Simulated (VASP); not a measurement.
# Ir (Pmma) in VASP: further runs

The runs below take Ir through single point, with r2SCAN.

All numbers are computed with VASP 6.6.1; they aren't measurements. Logs are shortened: lines on timing, memory, paths and dates and some standing lists are left out, and cuts for length are marked.

### Step 1. The cell of the first run

The structure is orthorhombic, space group Pmma (No. 51). Conventional cell: a = 12.238 Å, b = 2.233 Å, c = 7.193 Å, α = 90.00°, β = 90.00°, γ = 90.00°. Within 3.0 Å of Ir (site symmetry mm2) lie 2 Ir at 2.23 Å.

### Step 2. Single point, r2SCAN

POSCAR reads:

```
Ir
1.0
   12.2384552500      0.0000000000      0.0000000000
    0.0000000000      2.2334312600      0.0000000000
    0.0000000000      0.0000000000      7.1930008000
Ir
2
Direct
    0.2500000000      0.0000000000      0.1639884000
    0.7500000000      0.0000000000      0.8360116000
```

INCAR.step1 reads:

```
ALGO = Normal
EDIFF = 1E-4
ENCUT = 520
GGA = PE
ISMEAR = -1
LASPH = T
LCHARG = F
LREAL = F
LWAVE = T
NBANDS = 16
NELM = 100
PREC = Accurate
SIGMA = 0.1
```

INCAR.step2 reads:

```
ALGO = Normal
EDIFF = 1E-6
ENCUT = 520
ISIF = 2
ISMEAR = -1
ISTART = 1
LASPH = T
LCHARG = F
LMIXTAU = T
LREAL = F
LWAVE = F
METAGGA = R2SCAN
NBANDS = 16
NELM = 100
PREC = Accurate
SIGMA = 0.1
```

KPOINTS reads:

```
k-points
0
Gamma
  3 12 4
```

Potentials or basis: VASP PAW PBE potentials, release 64 (Ir).

On the command line:

```
cat potpaw_PBE.64/Ir/POTCAR > POTCAR
cp INCAR.step1 INCAR
mpirun -np 1 vasp_std > vasp.out
cp INCAR.step2 INCAR
mpirun -np 1 vasp_std > vasp.out
```

OUTCAR:

```text
EDIFF = 1E-6
   ENCUT = 520
   ISIF = 2
   ISMEAR = -1
   ISTART = 1
   LASPH = T
   LREAL = F
   METAGGA = R2SCAN
   NELM = 100
   PREC = Accurate

 ion  position               nearest neighbor table
   1  0.250  0.000  0.164-
   2  0.750  0.000  0.836-

  LATTYP: Found a simple orthorhombic cell.
 ALAT       =     2.2334312600
 B/A-ratio  =     3.2206054105
 C/A-ratio  =     5.4796650648

  Lattice vectors:

 A1 = (   0.0000000000,   2.2334312600,   0.0000000000)
 A2 = (   0.0000000000,   0.0000000000,   7.1930008000)
 A3 = (  12.2384552500,   0.0000000000,   0.0000000000)

Analysis of symmetry for initial positions (statically):
=====================================================================
 Subroutine PRICEL returns:
 Original cell was already a primitive cell.

 Routine SETGRP: Setting up the symmetry group for a
 simple orthorhombic supercell.

 Subroutine GETGRP returns: Found  8 space group operations
 (whereof  4 operations were pure point group operations)
 out of a pool of  8 trial point group operations.

The static configuration has the point symmetry C_2h.
 The point group associated with its full space group is D_2h.

Analysis of symmetry for dynamics (positions and initial velocities):
=====================================================================
 Subroutine PRICEL returns:
 Original cell was already a primitive cell.

 Routine SETGRP: Setting up the symmetry group for a
 simple orthorhombic supercell.

 Subroutine GETGRP returns: Found  8 space group operations
 (whereof  4 operations were pure point group operations)
 out of a pool of  8 trial point group operations.

The dynamic configuration has the point symmetry C_2h.
 The point group associated with its full space group is D_2h.

 Subroutine INISYM returns: Found  8 space group operations
 (whereof  4 operations are pure point group operations),
 and found     1 'primitive' translations

----------------------------------------------------------------------------------------

                                     Primitive cell

  volume of cell :     196.6117

  direct lattice vectors                    reciprocal lattice vectors
    12.238455250  0.000000000  0.000000000     0.081709659  0.000000000  0.000000000
     0.000000000  2.233431260  0.000000000     0.000000000  0.447741562  0.000000000
     0.000000000  0.000000000  7.193000800     0.000000000  0.000000000  0.139024036

  length of vectors
    12.238455250  2.233431260  7.193000800     0.081709659  0.447741562  0.139024036

  position of ions in fractional coordinates (direct lattice)
     0.250000000  0.000000000  0.163988400
     0.750000000  0.000000000  0.836011600

  ion indices of the primitive-cell ions
   primitive index   ion index
                 1           1
                 2           2

----------------------------------------------------------------------------------------

 KPOINTS: k-points

Automatic generation of k-mesh.
 Grid dimensions read from file:
 generate k-points for:    3   12    4

 Generating k-lattice:

  Cartesian coordinates                     Fractional coordinates (reciprocal lattice)
     0.027236553  0.000000000  0.000000000     0.333333333  0.000000000  0.000000000
     0.000000000  0.037311797  0.000000000     0.000000000  0.083333333  0.000000000
     0.000000000  0.000000000  0.034756009     0.000000000  0.000000000  0.250000000

  Length of vectors
     0.027236553  0.037311797  0.034756009

  Shift w.r.t. Gamma in fractional coordinates (k-lattice)
     0.000000000  0.000000000  0.000000000

 Subroutine IBZKPT returns following result:
 ===========================================

 Found     42 irreducible k-points:

 Following reciprocal coordinates:
            Coordinates               Weight
  0.000000  0.000000  0.000000      1.000000
  0.333333  0.000000  0.000000      2.000000
  0.000000  0.083333  0.000000      2.000000
  0.333333  0.083333  0.000000      4.000000
  0.000000  0.166667  0.000000      2.000000
  0.333333  0.166667  0.000000      4.000000
[... 16 lines left out ...]
  0.000000  0.333333  0.250000      4.000000
  0.333333  0.333333  0.250000      8.000000
 [... further k-points ...]
   k-points           NKPTS =     42   k-points in BZ     NKDIM =     42   number of bands    NBANDS=     16
   number of dos      NEDOS =    301   number of ions     NIONS =      2
   total plane-waves  NPLWV =  93312
   dimension x,y,z NGX =    96 NGY =   18 NGZ =   54
   dimension x,y,z NGXF=   192 NGYF=   36 NGZF=  108
   ions per type =               2
   NGX,Y,Z   is equivalent  to a cutoff of  13.04, 13.40, 12.48 a.u.
   NGXF,Y,Z  is equivalent  to a cutoff of  26.08, 26.80, 24.96 a.u.
 SYSTEM =  unknown system
   PREC   = accura    normal or accurate (medium, high low for compatibility)
   ISTART =      1    job   : 0-new  1-cont  2-samecut
   ICHARG =      0    charge: 1-file 2-atom 10-const
   ISPIN  =      1    spin polarized calculation?
   LNONCOLLINEAR =      F non collinear calculations
   LSORBIT =      F    spin-orbit coupling
   LASPH  =      T    aspherical Exc in radial PAW
   ENCUT  =  520.0 eV  38.22 Ry    6.18 a.u.  22.76  4.15 13.37*2*pi/ulx,y,z
   NELM   =    100;   NELMIN=  2; NELMDL=  0     # of ELM steps
   EDIFF  = 0.1E-05   stopping-criterion for ELM
   LREAL  =      F    real-space projection
   EDIFFG = 0.1E-04   stopping-criterion for IOM
   NSW    =      0    number of steps for IOM
   IBRION =     -1    ionic relax: 0-MD 1-quasi-New 2-CG
   NFREE  =      0    steps in history (QN), initial steepest desc. (CG)
   ISIF   =      2    stress and relaxation
   ISYM   =      2    0-nonsym 1-usesym 2-fastsym
   POTIM  = 0.5000    time-step for ionic-motion
   TEBEG  =    0.0;   TEEND  =   0.0 temperature during run
   PSTRESS=    0.0 pullay stress
   NELECT =      18.0000    total number of electrons
   NUPDOWN=      -1.0000    fix difference up-down
   EMIN   =  10.00;   EMAX   =-10.00  energy-range for DOS
   EFERMI =   0.00;   METHOD = LEGACY
   ISMEAR =    -1;   SIGMA  =   0.10  broadening in eV -4-tet -1-fermi 0-gaus
   EFERMI_NEDOS =   21; number of points for ismear=-14 and -15
   IALGO  =     38    algorithm
   IMIX   =      4    mixing-type and parameters
     AMIX     =   0.40;   BMIX     =  1.00
     AMIX_MAG =   1.60;   BMIX_MAG =  1.00
  volume/ion in A,a.u.               =      98.31       663.40
  Fermi-wavevector in a.u.,A,eV,Ry     =   0.737841  1.394317  7.407131  0.544409
  Thomas-Fermi vector in A             =   1.831619
   LORBIT       =      0    0 simple, 1 ext, 2 COOP (PROOUT), +10 PAW based schemes
   METAGGA = R2SCAN    functional components
   LHFCALC =     F    Hartree Fock is set to
   AEXX    =    0.0000 exact exchange contribution
   IVDW    =     0    specifies the selected vdW correction
   LEPSILON=     F    determine dielectric tensor
   LRPA    =     F    only Hartree local field effects (RPA)
 non-spin polarized calculation
  energy-cutoff  :      520.00
  volume of cell :      196.61
 maximum number of plane-waves:      5340
 NGX is ok and might be reduce to    96
   NGX = 45   NGY =  9   NGZ = 27

 number of electron      18.0000000 magnetization

 Free energy of the ion-electron system (eV)
  ---------------------------------------------------
  ext. energy  EPLUGINS =         0.00000000
  ---------------------------------------------------
  free energy    TOTEN  =       -96.51467485 eV

  energy without entropy =      -96.32994825  energy(sigma->0) =      -96.42231155

 E-fermi :  -3.7937     XC(G=0):  -4.2341

 val. band max:       -3.8070476636   @ k =   0.3333   0.4167   0.5000
 cond. band min:      -3.6692864256   @ k =   0.3333   0.5000   0.0000
 fundamental gap:      0.1377612379
 Fermi energy:        -3.7937283488

 k-point     1 :       0.0000    0.0000    0.0000
  band No.  band energies     occupation
      1     -11.5711      2.00000
      2     -11.5707      2.00000
      3      -6.0345      2.00000
      4      -5.9782      2.00000
      5      -5.4654      2.00000
      6      -5.4619      2.00000
[... 8 lines left out ...]
     15      -0.2994      0.00000
     16      -0.1909      0.00000

 k-point     2 :       0.3333    0.0000    0.0000
  band No.  band energies     occupation
      1     -11.5710      2.00000
      2     -11.5708      2.00000
      3      -6.0207      2.00000
      4      -5.9925      2.00000
      5      -5.4663      2.00000
      6      -5.4654      2.00000
[... 8 lines left out ...]
     15      -0.3076      0.00000
     16      -0.3060      0.00000

 k-point     3 :       0.0000    0.0833    0.0000
  band No.  band energies     occupation
      1     -10.8972      2.00000
      2     -10.8968      2.00000
      3      -5.8575      2.00000
      4      -5.8021      2.00000
      5      -5.3612      2.00000
      6      -5.3579      2.00000
[... 8 lines left out ...]
     15       0.6736      0.00000
     16       0.7876      0.00000

 k-point     4 :       0.3333    0.0833    0.0000
  band No.  band energies     occupation
      1     -10.8971      2.00000
      2     -10.8969      2.00000
      3      -5.8439      2.00000
      4      -5.8162      2.00000
      5      -5.3620      2.00000
      6      -5.3612      2.00000
[... 8 lines left out ...]
     15       0.6504      0.00000
     16       0.6619      0.00000
[... 324 lines left out ...]
 k-point    22 :       0.3333    0.2500    0.2500
  band No.  band energies     occupation
      1      -6.1389      2.00000
      2      -6.1388      2.00000
      3      -6.0295      2.00000
      4      -6.0280      2.00000
      5      -6.0267      2.00000
      6      -6.0253      2.00000
[... 8 lines left out ...]
     15       2.7431      0.00000
     16       3.0995      0.00000

 k-point    23 :       0.0000    0.3333    0.2500
  band No.  band energies     occupation
      1      -7.4237      2.00000
      2      -7.4226      2.00000
      3      -7.4224      2.00000
      4      -7.4214      2.00000
      5      -4.1745      1.95655
      6      -4.1741      1.95640
[... 8 lines left out ...]
     15       4.2296      0.00000
     16       4.7857      0.00000

 k-point    24 :       0.3333    0.3333    0.2500
  band No.  band energies     occupation
      1      -7.4234      2.00000
      2      -7.4228      2.00000
      3      -7.4223      2.00000
      4      -7.4218      2.00000
      5      -4.1752      1.95686
      6      -4.1749      1.95674
[... 8 lines left out ...]
     15       4.2749      0.00000
     16       4.6559      0.00000

 [... further k-points ...]

------------------------ aborting loop because EDIFF is reached ----------------------------------------

  FORCE on cell =-STRESS in cart. coord.  units (eV):
  Direction    XX          YY          ZZ          XY          YZ          ZX
  --------------------------------------------------------------------------------------
  -------------------------------------------------------------------------------------
  Total       -0.0482019      1.4679814     -0.0311026      0.0000000      0.0000000      0.0000000
  in kB       -0.3927946     11.9624971     -0.2534531      0.0000000      0.0000000      0.0000000
  external PRESSURE =       3.7720831 kB  Pullay stress =       0.0000000 kB

 VOLUME and BASIS-vectors are now :
 -----------------------------------------------------------------------------
  energy-cutoff  :      520.00
  volume of cell :      196.61
      direct lattice vectors                 reciprocal lattice vectors
    12.238455250  0.000000000  0.000000000     0.081709659  0.000000000  0.000000000
     0.000000000  2.233431260  0.000000000     0.000000000  0.447741562  0.000000000
     0.000000000  0.000000000  7.193000800     0.000000000  0.000000000  0.139024036

 POSITION                                       TOTAL-FORCE (eV/Angst)
 -----------------------------------------------------------------------------------
      3.05961      0.00000      1.17957        -0.000000      0.000000     -0.001826
      9.17884      0.00000      6.01343         0.000000      0.000000      0.001826
 -----------------------------------------------------------------------------------
    total drift:                                0.000000      0.000000     -0.000000

  FREE ENERGIE OF THE ION-ELECTRON SYSTEM (eV)
  ---------------------------------------------------
  free  energy   TOTEN  =       -96.5146748537 eV

  energy  without entropy=      -96.3299482518  energy(sigma->0) =      -96.42231155
```

Run time: 3.4 min. Hardware: 1 thread of Intel Xeon 6975P-C (Granite Rapids), shared host; peak memory 0.38 GiB.

Results:

```yaml
Free_energy: -96.5147 eV
Pressure: 0.4 GPa
Band_gap_on_the_k_mesh: zero (bands 9 and 10 overlap by 3.46 eV)
```

Levels at points of the mesh, in eV from the Fermi level:
| k point | band 6 | band 7 | band 8 | band 9 | band 10 | band 11 |
| --- | --- | --- | --- | --- | --- | --- |
| (0.00, 0.00, 0.00) | -1.67 | -1.67 | -1.66 | 2.62 | 2.62 | 2.62 |
| (0.00, 0.50, 0.00) | 0.13 | 0.13 | 0.13 | 1.21 | 1.22 | 6.21 |
| (0.00, 0.00, 0.50) | -1.67 | -1.67 | -1.66 | 2.62 | 2.62 | 2.62 |
| (0.00, 0.50, 0.50) | 0.13 | 0.13 | 0.13 | 1.22 | 1.22 | 6.25 |

Caveat: the PAW data sets were made with another functional, which shifts forces and pressure a little; spin-orbit coupling is left out, which moves the levels of the heavy elements.

[end of part 1 of 2]
